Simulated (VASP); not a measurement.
# NiO2 (P-3m1) in VASP: further runs, part 2 of 2

VASP 6.6.1.

### Step 3. Single point, PBEsol

Input file INCAR:

```
PREC     = Accurate       # precision mode
ENCUT    = 700            # plane-wave cutoff, eV
EDIFF    = 1E-6           # SCF threshold, eV
ISMEAR   = 0              # smearing method
SIGMA    = 0.05           # smearing width, eV
LREAL    = F              # projectors in reciprocal space
LASPH    = T              # aspherical terms in the spheres
NELM     = 120            # most SCF steps
ALGO     = Normal         # electronic algorithm
ISIF     = 2              # what is computed and relaxed
LWAVE    = F              # write WAVECAR
LCHARG   = F              # write CHGCAR
GGA      = PS             # functional
NBANDS   = 22             # bands
GGA_COMPAT= F
```

Input file KPOINTS:

```
regular mesh
0
Gamma
  12 12 6
```

Input file POSCAR:

```
NiO2
1.0
    2.8221285779      0.0000000000      0.0000000000
   -1.4110642890      2.4440350412      0.0000000000
    0.0000000000      0.0000000000      4.8391038725
Ni O
1 2
Direct
    0.0000000000      0.0000000000      0.5000000000
    0.6666666667      0.3333333333      0.6625222406
    0.3333333333      0.6666666667      0.3374777594
```

Potentials or basis: VASP PAW PBE potentials, release 64 (Ni_sv_GW, O).

On the command line:

```
$ cat potpaw_PBE.64/Ni_sv_GW/POTCAR potpaw_PBE.64/O/POTCAR > POTCAR
$ mpirun -np 1 vasp_std > vasp.out
```

OUTCAR:

```text
PREC = Accurate
   ENCUT = 700
   EDIFF = 1E-6
   ISMEAR = 0
   LREAL = F
   LASPH = T
   NELM = 120
   ISIF = 2
   GGA = PS

 ion  position               nearest neighbor table
   1  0.000  0.000  0.500-   2 1.81   3 1.81   2 1.81   3 1.81   2 1.81   3 1.81
   2  0.667  0.333  0.663-   1 1.81   1 1.81   1 1.81
   3  0.333  0.667  0.337-   1 1.81   1 1.81   1 1.81

  LATTYP: Found a hexagonal cell.
 ALAT       =     2.8221285779
 C/A-ratio  =     1.7147000000

  Lattice vectors:

 A1 = (   2.8221285779,   0.0000000000,   0.0000000000)
 A2 = (  -1.4110642890,   2.4440350412,   0.0000000000)
 A3 = (   0.0000000000,   0.0000000000,   4.8391038725)

Analysis of symmetry for initial positions (statically):
=====================================================================
 Subroutine PRICEL returns:
 Original cell was already a primitive cell.

 Routine SETGRP: Setting up the symmetry group for a
 hexagonal supercell.

 Subroutine GETGRP returns: Found 12 space group operations
[... 162 lines left out ...]
  ---------------------------------------------------
  free energy    TOTEN  =       -19.43588165 eV

  energy without entropy =      -19.43588165  energy(sigma->0) =      -19.43588165

 E-fermi :   2.2345     XC(G=0): -10.4965

 val. band max:        1.9083961449   @ k =   0.0000   0.0000   0.5000
 cond. band min:       2.8093083247   @ k =   0.3333   0.0000   0.3333
 fundamental gap:      0.9009121797
 Fermi energy:         2.2345321130

 k-point     1 :       0.0000    0.0000    0.0000
  band No.  band energies     occupation
      1    -102.3963      2.00000
      2     -63.0913      2.00000
      3     -63.0913      2.00000
      4     -62.4965      2.00000
      5     -18.9128      2.00000
      6     -15.2634      2.00000
[... 589 lines left out ...]
     21      19.0027      0.00000
     22      21.4690      0.00000

 [... further k-points ...]

------------------------ aborting loop because EDIFF is reached ----------------------------------------

  FORCE on cell =-STRESS in cart. coord.  units (eV):
  Direction    XX          YY          ZZ          XY          YZ          ZX
  --------------------------------------------------------------------------------------
  -------------------------------------------------------------------------------------
  Total        2.9093892      2.9093892      3.9183970     -0.0000000      0.0000000     -0.0000000
  in kB      139.6571685    139.6571685    188.0917917     -0.0000000      0.0000000     -0.0000000
  external PRESSURE =     155.8020429 kB  Pullay stress =       0.0000000 kB

 VOLUME and BASIS-vectors are now :
 -----------------------------------------------------------------------------
  energy-cutoff  :      700.00
  volume of cell :       33.38
      direct lattice vectors                 reciprocal lattice vectors
     2.822128578  0.000000000  0.000000000     0.354342466  0.204579718  0.000000000
    -1.411064289  2.444035041  0.000000000     0.000000000  0.409159436  0.000000000
     0.000000000  0.000000000  4.839103872     0.000000000  0.000000000  0.206649832

 POSITION                                       TOTAL-FORCE (eV/Angst)
 -----------------------------------------------------------------------------------
      0.00000      0.00000      2.41955         0.000000      0.000000      0.000000
      1.41106      0.81468      3.20601        -0.000000      0.000000      2.668815
     -0.00000      1.62936      1.63309        -0.000000      0.000000     -2.668815
 -----------------------------------------------------------------------------------
    total drift:                                0.000000     -0.000000      0.000000

  FREE ENERGIE OF THE ION-ELECTRON SYSTEM (eV)
  ---------------------------------------------------
  free  energy   TOTEN  =       -19.4358816459 eV

  energy  without entropy=      -19.4358816459  energy(sigma->0) =      -19.43588165
```

Wall time 55 s (1 thread of Intel Xeon 6975P-C (Granite Rapids), shared host); peak memory 0.26 GiB.

Results:

* Free energy: -19.4359 eV
* Pressure: 15.6 GPa
* Largest force: 2.669 eV/Å
* Band gap on the k mesh: 0.90 eV (least direct gap 1.39 eV)

Forces on the atoms (eV/Å):
```
Ni   0.000  0.000  0.000
O    0.000  0.000  2.669
O    0.000  0.000 -2.669
```

Stress tensor (GPa, compression positive):
```
13.97  0.00  0.00
 0.00 13.97  0.00
 0.00  0.00 18.81
```

Caveat: the cell stands under pressure; the PAW data sets were made with another functional, which shifts forces and pressure a little; the run has no spin polarisation, though such a crystal can be magnetic. Spin polarisation is off, so any magnetic state and its effect on volume and gap are missing.
